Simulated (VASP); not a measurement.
Input of a VASP 6.6.1 run:

The input INCAR:

```
ALGO = Normal
EDIFF = 1E-6
ENCUT = 520
GGA = PS
ISIF = 2
ISMEAR = 0
LASPH = T
LCHARG = T
LELF = T
LREAL = F
LVHAR = T
LWAVE = F
NBANDS = 16
NELM = 80
PREC = Accurate
SIGMA = 0.05
```

KPOINTS

```
k-points
0
Gamma
  9 9 6
```

POSCAR

```
MgO
1.0
    3.5354804147      0.0000000000      0.0000000000
   -1.7677402074      3.0618158537      0.0000000000
    0.0000000000      0.0000000000      4.0969764116
Mg O
2 2
Direct
    0.6545737154      0.3091474307      0.7500000000
    0.3454262846      0.6908525693      0.2500000000
    0.6755705704      0.3511411408      0.2500000000
    0.3244294296      0.6488588592      0.7500000000
```

Potentials or basis: VASP PAW PBE potentials, release 64 (Mg, O).

The run is started by

```sh
$ cat potpaw_PBE.64/Mg/POTCAR potpaw_PBE.64/O/POTCAR > POTCAR
$ mpirun -np 1 vasp_std > vasp.out
```

Q: Estimate the band gap on the k mesh.

A: 3.28 eV, direct.

Q: Estimate the pressure.

A: 0.2 GPa.

Q: What does it give for the largest force?

A: 0.603 eV/Å.

Stress tensor (GPa, compression positive):
```
-2.41  0.00  0.00
 0.00 -1.85  0.00
 0.00  0.00  4.88
```

Caveat: the cell differs from its parent crystal (mode 5 frozen in at -0.073 Å, strain +e along z and -e/2 along x and y -0.0233); the PAW data sets were made with another functional, which shifts forces and pressure a little.
